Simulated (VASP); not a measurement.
Wanted: the native input for a VASP 6.6.1 run.

```yaml
Task: single point
Functional: LDA
Potentials_or_basis: VASP PAW LDA potentials, release 64 (Be, Pd)
Cutoff: 520 eV
k_mesh: 12 × 12 × 12
Occupations: fermi-dirac, width 0.08 eV
Spin: no spin polarisation
Dipole_correction: no
Further_INCAR_settings: ALGO = Normal; EDIFF = 1e-06; NBANDS = 13
```

The structure of BePd lies in POSCAR:

```
BePd
1.0
    2.8130000000      0.0000000000      0.0000000000
    0.0000000000      2.8130000000      0.0000000000
    0.0000000000      0.0000000000      2.8130000000
Be Pd
1 1
Direct
    0.0000000000      0.0000000000      0.0000000000
    0.5000000000      0.5000000000      0.5000000000
```

The input as run:

INCAR

```
SYSTEM = BePd
ALGO     = Normal         ! electronic algorithm
EDIFF    = 1E-6           ! SCF threshold, eV
ENCUT    = 520            ! plane-wave cutoff, eV
GGA      = CA             ! functional
ISIF     = 2              ! what is computed and relaxed
ISMEAR   = -1             ! smearing method
LASPH    = .TRUE.         ! aspherical terms in the spheres
LCHARG   = .FALSE.        ! write CHGCAR
LREAL    = .FALSE.        ! projectors in reciprocal space
LWAVE    = .FALSE.        ! write WAVECAR
NBANDS   = 13             ! bands
NELM     = 60             ! most SCF steps
PREC     = Accurate       ! precision mode
SIGMA    = 0.08           ! smearing width, eV
```

KPOINTS

```
k-points
0
G
  12 12 12
  0 0 0
```

Potentials or basis: VASP PAW LDA potentials, release 64 (Be, Pd).

Command:

```bash
$ cat potpaw_LDA.64/Be/POTCAR potpaw_LDA.64/Pd/POTCAR > POTCAR
$ mpirun -np 1 vasp_std > vasp.out
```

Results of the run:

* Pressure: -7.4 GPa
* Band gap on the k mesh: zero (band 6 reaches 14.49 eV, above the bottom of band 7 at 8.41 eV)

It took 11 s on 1 thread of Intel Xeon 6975P-C, on a shared host, peak memory 0.14 GiB.
